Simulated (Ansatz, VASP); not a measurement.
**One calculation of HfO2, two programs**

Contents of INCAR:

```
SYSTEM = HfO2
  PREC = Accurate
  ENCUT = 520
  EDIFF = 1E-7
  ISMEAR = 0
  SIGMA = 0.05
  LREAL = .False.
  LASPH = .True.
  NELM = 100
  ALGO = Normal
  ISIF = 2
  LWAVE = .False.
  LCHARG = .False.
  GGA = PE
  NBANDS = 18
```

Contents of KPOINTS:

```
regular mesh
0
Gamma
  8 8 8
  0 0 0
```

POSCAR

```
HfO2
1.0
    0.0000000000      2.5575000000      2.5575000000
    2.5575000000      0.0000000000      2.5575000000
    2.5575000000      2.5575000000      0.0000000000
Hf O
1 2
Direct
   -0.0293255132      0.0293255132      0.0293255132
    0.2500000000      0.2500000000      0.2500000000
    0.7500000000      0.7500000000      0.7500000000
```

Input for Ansatz:

```yaml
crystal:
  lattice:
    - [0.0, 2.5575, 2.5575]
    - [2.5575, 0.0, 2.5575]
    - [2.5575, 2.5575, 0.0]
  atoms:
    - { symbol: Hf, position: [-0.0293255132, 0.0293255132, 0.0293255132] }
    - { symbol: O, position: [0.25, 0.25, 0.25] }
    - { symbol: O, position: [0.75, 0.75, 0.75] }
basis:
  ecutwfc: 420
kpoints:
  mp_grid: { grid: [8, 8, 8] }
hamiltonian:
  xc: pbe
scf:
  occupations: { method: gaussian, width: 0.05 }
output:
  forces: true
  stress: true
  eigenvalues: true
```

Change from the starting cell: all Hf atoms moved +0.150 Å, as atom 1 along Cartesian [1 0 0].

Alike in both runs: task single point; functional PBE; k mesh 8 × 8 × 8; occupations gaussian, width 0.05 eV; no spin polarisation.

```csv
,VASP,Ansatz
version,VASP 6.6.1,Ansatz 0.2.0
potentials or method,"VASP PAW PBE potentials, release 64 (Hf_pv, O), cutoff 520 eV","scalar-relativistic, plane waves, PAW"
valence electrons in the cell,22,38
```

```tsv
	VASP	Ansatz	Ansatz less VASP
gap on the k mesh at the Fermi level (eV)	3.74	3.75	+0.004
least direct gap on the mesh (eV)	3.74	3.75	+0.004
pressure (GPa)	-3.7	-0.3	+3.47
traceless stress, the component that is largest in VASP (GPa)	0.17	0.11	-0.063
rms of the force components (eV/Å)	0.294	0.314	+0.0195
```

Atom by atom the forces differ by 0.019 eV/Å (rms over components). VASP's potentials hold 22 valence electrons a cell and Ansatz's 38, so a difference there can come from the potentials and not from the codes.

Neither program's run includes spin-orbit coupling.
